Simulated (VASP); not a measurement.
Wanted: the native input for a VASP 6.6.1 run.

- Task: single point
- Functional: BLYP
- Potentials or basis: VASP PAW PBE potentials, release 64 (Te, Sn_d)
- Cutoff: 520 eV
- k mesh: 5 × 5 × 5
- Occupations: fermi-dirac, width 0.05 eV
- Spin: no spin polarisation
- Dipole correction: no
- k mesh for the DOS: 8 × 8 × 8
- Occupations for the DOS: tetrahedron
- Further INCAR settings: ALGO = Fast; EDIFF = 1e-06

Sn3Te:

```
Te Sn
1.0
    -2.30090    2.30090    5.51649
     2.30090   -2.30090    5.51649
     2.30090    2.30090   -5.51649
Te Sn
1 3
Direct
  0.00000 0.00000 0.00000
  0.50000 0.50000 0.00000
  0.25000 0.75000 0.50000
  0.75000 0.25000 0.50000
```

The input as run:

POSCAR

```
Sn3Te
1.0
   -2.3009040000      2.3009040000      5.5164940000
    2.3009040000     -2.3009040000      5.5164940000
    2.3009040000      2.3009040000     -5.5164940000
Te Sn
1 3
Direct
    0.0000000000      0.0000000000      0.0000000000
    0.5000000000      0.5000000000      0.0000000000
    0.2500000000      0.7500000000      0.5000000000
    0.7500000000      0.2500000000      0.5000000000
```

INCAR.step1

```
PREC = Accurate
ENCUT = 520
EDIFF = 1E-6
ISMEAR = -1
SIGMA = 0.05
LREAL = False
LASPH = True
NELM = 100
ALGO = Fast
ISIF = 2
LWAVE = False
LCHARG = True
GGA = B5
ALDAX = 1.0
AGGAX = 1.0
AGGAC = 1.0
ALDAC = 0.0
NBANDS = 32
```

KPOINTS.step1

```
Automatic mesh
0
Gamma
  5 5 5
```

INCAR.step2

```
PREC = Accurate
ENCUT = 520
EDIFF = 1E-6
ISMEAR = -5
SIGMA = 0.05
LREAL = False
LASPH = True
NELM = 100
ALGO = Fast
ISIF = 2
LWAVE = False
LCHARG = False
GGA = B5
ALDAX = 1.0
AGGAX = 1.0
AGGAC = 1.0
ALDAC = 0.0
LORBIT = 11
NEDOS = 1001
ICHARG = 11
```

KPOINTS.step2

```
Automatic mesh
0
Gamma
  8 8 8
```

Potentials or basis: VASP PAW PBE potentials, release 64 (Te, Sn_d).

Launch:

```bash
$ cat potpaw_PBE.64/Te/POTCAR potpaw_PBE.64/Sn_d/POTCAR > POTCAR
$ cp INCAR.step1 INCAR
$ cp KPOINTS.step1 KPOINTS
$ mpirun -np 1 vasp_std > vasp.out
$ cp INCAR.step2 INCAR
$ cp KPOINTS.step2 KPOINTS
$ mpirun -np 1 vasp_std > vasp.out
```

It gave:

```yaml
Valence_electrons_inside_the_program's_atomic_spheres: Te 3.38; Sn 12.12, 12.14 (each value once)
```

Wall time 11 min on 1 thread of Intel Xeon 8259CL (shared host), peak memory 0.41 GiB.
